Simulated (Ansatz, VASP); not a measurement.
One calculation of TiAl, two programs

```
Ti Al
1.0
     3.17906    0.02384    0.00000
     0.02384    3.17906    0.00000
     0.00000    0.00000    3.17906
Ti Al
1 1
Cartesian
  0.0000 0.0000 0.0000
  1.6015 1.6015 1.5895
```

Change from the starting cell: strain +0.0150 x Voigt [0, 0, 0, 0, 0, 1], atoms carried along.

Alike in both runs: task single point; functional LDA; k mesh 16 × 16 × 16; occupations gaussian, width 0.15 eV; no spin polarisation.

|  | VASP | Ansatz |
| --- | --- | --- |
| version | VASP 6.6.1 | Ansatz 0.2.0 |
| potentials or method | VASP PAW LDA potentials, release 64 (Ti_sv, Al), cutoff 520 eV | scalar-relativistic, plane waves, PAW |
| valence electrons in the cell | 15 | 15 |

```csv
,VASP,Ansatz,Ansatz less VASP
gap on the k mesh at the Fermi level (eV),none,none,-
pressure (GPa),-5.7,-5.8,-0.14
"traceless stress, the component that is largest in VASP (GPa)",-0.93,-0.93,+0.004
```

LDA's correlation is that of Perdew and Zunger in VASP and of Perdew and Wang (1992) in Ansatz. A gap of «none» marks a metal or a gap that the smearing closes.
